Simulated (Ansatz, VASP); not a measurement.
# Sn: VASP beside Ansatz

```
Sn
1.0
     0.00000    2.41066    2.41066
     2.41066    0.00000    2.41066
     2.41066    2.41066    0.00000
Sn
1
Direct
  0.00000 0.00000 0.00000
```

Alike in both runs: task relaxation of cell and atoms; functional PBE; k mesh 16 × 16 × 16; occupations gaussian, width 0.1 eV; no spin polarisation.

```csv
,VASP,Ansatz
version,VASP 6.6.1,Ansatz 0.2.0
potentials or method,"VASP PAW PBE potentials, release 64 (Sn_d), cutoff 600 eV","scalar-relativistic, plane waves, PAW"
valence electrons in the cell,14,14
```

|  | VASP | Ansatz | Ansatz less VASP |
| --- | --- | --- | --- |
| gap on the k mesh at the Fermi level, each at its own relaxed structure (eV) | none | none | - |
| relaxed volume (Å³/atom) | 28.02 | 28.02 | 0.000 |
| relaxed cell length with the largest relative difference (Å) | 3.409 | 3.409 | 0.0000 |

A gap of «none» marks a metal or a gap that the smearing closes.

Noted on VASP's run: the relaxation stopped at its first step, so nothing moved.
